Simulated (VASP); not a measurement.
BP, 2 atoms in the cell. Symmetry: I-4m2, No. 119, tetragonal system. Conventional cell: a = 3.172 Å, b = 3.172 Å, c = 4.223 Å, α = 90.00°, β = 90.00°, γ = 90.00°. B (site symmetry -4m2) has 4 P at 1.91 Å within 2.5 Å. P (site symmetry -4m2) has 4 B at 1.91 Å within 2.5 Å.  This cell differs from its parent crystal: volume 10.619 Å^3 an atom, c/a of the conventional cell 0.9415.

```yaml
Program: VASP 6.6.1
Task: single point
Functional: PBEsol
Potentials_or_basis: VASP PAW PBE potentials, release 64 (B, P)
Cutoff: 520 eV
k_mesh: 12 × 12 × 12
Occupations: gaussian, width 0.05 eV
Spin: no spin polarisation
Dipole_correction: no
Further_INCAR_settings: ALGO = Normal; EDIFF = 1e-06; NBANDS = 11
```

Potentials or basis: VASP PAW PBE potentials, release 64 (B, P).

Run with:

```console
$ cat potpaw_PBE.64/B/POTCAR potpaw_PBE.64/P/POTCAR > POTCAR
$ mpirun -np 1 vasp_std > vasp.out
```

Hardware: 1 thread of Intel Xeon 8259CL, with other jobs on the host.

Problem. Estimate the wall time of this run.

Solution. It took 29 s on 1 thread of Intel Xeon 8259CL, with other jobs on the host, peak memory 0.16 GiB. Counts: scf iterations 12, k points 163.
